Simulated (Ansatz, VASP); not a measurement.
# Pd: VASP beside Ansatz

INCAR

```
SYSTEM = Pd
ALGO = Normal
EDIFF = 1E-6
ENCUT = 520
GGA = PS
ISIF = 2
ISMEAR = -1
LASPH = .True.
LCHARG = .True.
LELF = .True.
LREAL = .False.
LVHAR = .True.
LWAVE = .False.
NBANDS = 11
NELM = 100
PREC = Accurate
SIGMA = 0.05
```

File KPOINTS:

```
k-points
0
Gamma
  19 19 19
  0 0 0
```

POSCAR

```
Pd
1.0
    0.0000000000      1.9382192871      1.9382192871
    1.9382192871      0.0000000000      1.9382192871
    1.9382192871      1.9382192871      0.0000000000
Pd
1
Direct
    0.0000000000      0.0000000000      0.0000000000
```

Input for Ansatz:

```yaml
crystal:
  lattice:
    - [0.0, 1.9382192871, 1.9382192871]
    - [1.9382192871, 0.0, 1.9382192871]
    - [1.9382192871, 1.9382192871, 0.0]
  atoms:
    - { symbol: Pd, position: [0.0, 0.0, 0.0] }
kpoints:
  mp_grid: { grid: [19, 19, 19] }
  band_path:
    path:
      - [0.0, 0.0, 0.0]
      - [0.5, 0.0, 0.5]
      - [0.625, 0.25, 0.625]
      - [0.375, 0.375, 0.75]
      - [0.0, 0.0, 0.0]
      - [0.5, 0.5, 0.5]
      - [0.5, 0.25, 0.75]
      - [0.5, 0.0, 0.5]
    npoints: 14
scf:
  occupations: { method: fermi_dirac, width: 0.05 }
hamiltonian:
  xc: pbesol
  pseudopotentials: { kind: all_electron, lapw: { basis_error: 0.001 } }
output:
  forces: true
  stress: true
  eigenvalues: true
  populations: true
  dos: { projected: true, de: 0.2, e_range: [-14, 8] }
```

Alike in both runs: task single point; functional PBEsol; k mesh 19 × 19 × 19; occupations fermi-dirac, width 0.05 eV; no spin polarisation.

```csv
,VASP,Ansatz
version,VASP 6.6.1,Ansatz 0.2.0
potentials or method,"VASP PAW PBE potentials, release 64 (Pd), cutoff 520 eV","all-electron LAPW, scalar-relativistic"
```

Ansatz gave:

```
pressure (GPa) : -0.1
```

Question: What did VASP give for the same quantities?

Answer: Pressure (GPa): -0.3.

VASP's potentials were made for PBE, not for PBEsol. Ansatz ran all-electron here, and VASP with PAW potentials.
